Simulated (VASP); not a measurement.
A run of VASP 6.6.1 is set up as follows.

The input INCAR:

```
PREC = Accurate ; ENCUT = 520
EDIFF = 1E-6 ; ISMEAR = -1
SIGMA = 0.05 ; LREAL = F
LASPH = T ; NELM = 60
ALGO = Normal ; ISIF = 2
LWAVE = F ; LCHARG = F
GGA = PS ; NBANDS = 50
```

The input KPOINTS:

```
Automatic mesh
0
Gamma
  6 6 6
```

POSCAR

```
HfSiO4
1.0
   -3.2862500000      3.2862500000      2.9816000000
    3.2862500000     -3.2862500000      2.9816000000
    3.2862500000      3.2862500000     -2.9816000000
Hf Si O
2 2 8
Direct
    0.0000000000      0.0000000000      0.0000000000
    0.7500000000      0.2500000000      0.5000000000
    0.5000000000      0.5000000000      0.0000000000
    0.2500000000      0.7500000000      0.5000000000
    0.6802000000      0.4957000000      0.8155000000
    0.2457000000      0.9302000000      0.3155000000
    0.6802000000      0.8647000000      0.1845000000
    0.6147000000      0.9302000000      0.6845000000
    0.0698000000      0.3853000000      0.3155000000
    0.5043000000      0.3198000000      0.1845000000
    0.0698000000      0.7543000000      0.6845000000
    0.1353000000      0.3198000000      0.8155000000
```

Potentials or basis: VASP PAW PBE potentials, release 64 (Hf_pv, Si, O).

Launch:

```bash
$ cat potpaw_PBE.64/Hf_pv/POTCAR potpaw_PBE.64/Si/POTCAR potpaw_PBE.64/O/POTCAR > POTCAR
$ mpirun -np 1 vasp_std > vasp.out
```

**Question.** Predict the largest force.

**Answer.** 0.679 eV/Å.

**Question.** Predict the band gap on the k mesh.

**Answer.** 5.31 eV, indirect (least direct gap 5.68 eV).

Stress tensor (GPa, compression positive):
```
-0.23  0.00  0.00
 0.00 -0.23  0.00
 0.00  0.00  0.49
```

Caveat: the PAW data sets were made with another functional, which shifts forces and pressure a little; spin-orbit coupling is left out, which moves the levels of the heavy elements. A hybrid or GW would open this gap; PBEsol tends to underestimate it.
